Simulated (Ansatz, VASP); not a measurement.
**Two plane-wave programs on Al6H**

INCAR

```
PREC = Accurate
ENCUT = 520
EDIFF = 1E-6
ISMEAR = 0
SIGMA = 0.1
LREAL = False
LASPH = True
NELM = 80
ALGO = Normal
ISIF = 2
LWAVE = False
LCHARG = True
LDIPOL = True
IDIPOL = 3
DIPOL = 0.5 0.5 0.307
GGA = PE
LELF = True
LVHAR = True
LVACPOTAV = True
NBANDS = 32
```

File KPOINTS:

```
Automatic mesh
0
Gamma
  5 5 1
```

The input POSCAR:

```
Al6H
1.0
    5.7135165837      0.0000000000      0.0000000000
    0.0000000000      5.7135165837      0.0000000000
    0.0000000000      0.0000000000     22.1746954375
Al H
12 2
Direct
    0.2500000000      0.2500000000      0.1803857921
    0.2500000000      0.7500000000      0.1803857921
    0.7500000000      0.2500000000      0.1803857921
    0.7500000000      0.7500000000      0.1803857921
    0.0000000000      0.0000000000      0.2744050924
    0.0000000000      0.5000000000      0.2744050924
    0.5000000000      0.0000000000      0.2744050924
    0.5000000000      0.5000000000      0.2744050924
    0.2500000000      0.2500000000      0.3686497278
    0.2500000000      0.7500000000      0.3686497278
    0.7500000000      0.2500000000      0.3686497278
    0.7500000000      0.7500000000      0.3686497278
    0.0000000000     -0.0656338342      0.5039390719
    0.0000000000      0.0656338342      0.5039390719
```

Input for Ansatz:

```yaml
crystal:
  lattice:
    - [5.7135165837, 0.0, 0.0]
    - [0.0, 5.7135165837, 0.0]
    - [0.0, 0.0, 22.1746954375]
  atoms:
    - { symbol: Al, position: [0.25, 0.25, 0.1803857921] }
    - { symbol: Al, position: [0.25, 0.75, 0.1803857921] }
    - { symbol: Al, position: [0.75, 0.25, 0.1803857921] }
    - { symbol: Al, position: [0.75, 0.75, 0.1803857921] }
    - { symbol: Al, position: [0.0, 0.0, 0.2744050924] }
    - { symbol: Al, position: [0.0, 0.5, 0.2744050924] }
    - { symbol: Al, position: [0.5, 0.0, 0.2744050924] }
    - { symbol: Al, position: [0.5, 0.5, 0.2744050924] }
    - { symbol: Al, position: [0.25, 0.25, 0.3686497278] }
    - { symbol: Al, position: [0.25, 0.75, 0.3686497278] }
    - { symbol: Al, position: [0.75, 0.25, 0.3686497278] }
    - { symbol: Al, position: [0.75, 0.75, 0.3686497278] }
    - { symbol: H, position: [0.0, -0.0656338342, 0.5039390719] }
    - { symbol: H, position: [0.0, 0.0656338342, 0.5039390719] }
basis:
  ecutwfc: 420
kpoints:
  mp_grid: { grid: [5, 5, 1] }
hamiltonian:
  xc: pbe
  pseudopotentials: { kind: paw, azcp: { folder: soft_1 } }
scf:
  occupations: { method: gaussian, width: 0.1 }
output:
  forces: true
  eigenvalues: true
  write_density: true
  write_potential: true
  elf: true
  volumetric_format: npy
efield:
  axis: 3
  dipole_correction: true
  ramp_width: 0.04
```

Alike in both runs: task single point; functional PBE; k mesh 5 × 5 × 1; occupations gaussian, width 0.1 eV; no spin polarisation.

|  | VASP | Ansatz |
| --- | --- | --- |
| version | VASP 6.6.1 | Ansatz 0.2.0 |
| potentials or method | VASP PAW PBE potentials, release 64 (Al, H), cutoff 520 eV | scalar-relativistic, plane waves, PAW |
| valence electrons in the cell | 38 | 38 |

```csv
,VASP,Ansatz,Ansatz less VASP
gap on the k mesh at the Fermi level (eV),none,none,-
rms of the force components (eV/Å),0.025,0.026,+0.0013
"work function, face that differs most (eV)",4.46,4.45,-0.003
```

Atom by atom the forces differ by 0.006 eV/Å (rms over components). A gap of «none» marks a metal or a gap that the smearing closes. Ansatz's warnings: xc potential rough in thin density.
